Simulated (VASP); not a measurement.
NaH: single point with PBE

The system is NaH.

```
CELL_PARAMETERS angstrom
0.01598 2.41350 2.41350
2.41350 0.01598 2.41350
2.41350 2.41350 0.01598
ATOMIC_POSITIONS crystal
Na 0.00000 0.00000 0.00000
H 0.50000 0.50000 0.50000
```

This cell differs from its parent crystal: strain along [111] +1.0%.

| Quantity | Value |
| --- | --- |
| Program | VASP 6.6.1 |
| Task | single point |
| Functional | PBE |
| Potentials or basis | VASP PAW PBE potentials, release 64 (Na_pv, H) |
| Cutoff | 520 eV |
| k mesh | 10 × 10 × 10 |
| Occupations | fermi-dirac, width 0.02 eV |
| Spin | no spin polarisation |

```
Pressure               : 0.3 GPa
Band gap on the k mesh : 3.74 eV (least direct gap 4.63 eV)
```

Stress tensor (GPa, compression positive):
```
 0.28 -0.15 -0.15
-0.15  0.28 -0.15
-0.15 -0.15  0.28
```

Levels at points of the mesh, in eV from the valence-band top:
```tsv
k point	band 2	band 3	band 4	band 5	band 6	band 7
(0.00, 0.00, 0.00)	-22.06	-22.06	-3.64	10.55	15.57	15.80
(0.50, 0.00, 0.00)	-22.07	-22.07	-0.83	3.82	10.87	13.39
(0.50, 0.50, 0.00)	-22.09	-22.09	-0.16	4.68	10.10	10.69
(0.50, 0.50, 0.50)	-22.07	-22.07	-0.89	3.74	10.96	13.58
```

Run time: 27 s on 1 thread of Intel(R) Xeon(R) Platinum 8259CL CPU @ 2.50GHz (Skylake/Cascade Lake), with other jobs on the host, peak memory 0.17 GiB.

Caveat: the cell differs from its parent crystal (strain along [111] +1.0%); the structure was generated, so it needn't be the stable form of NaH. A k mesh can miss the band edges.
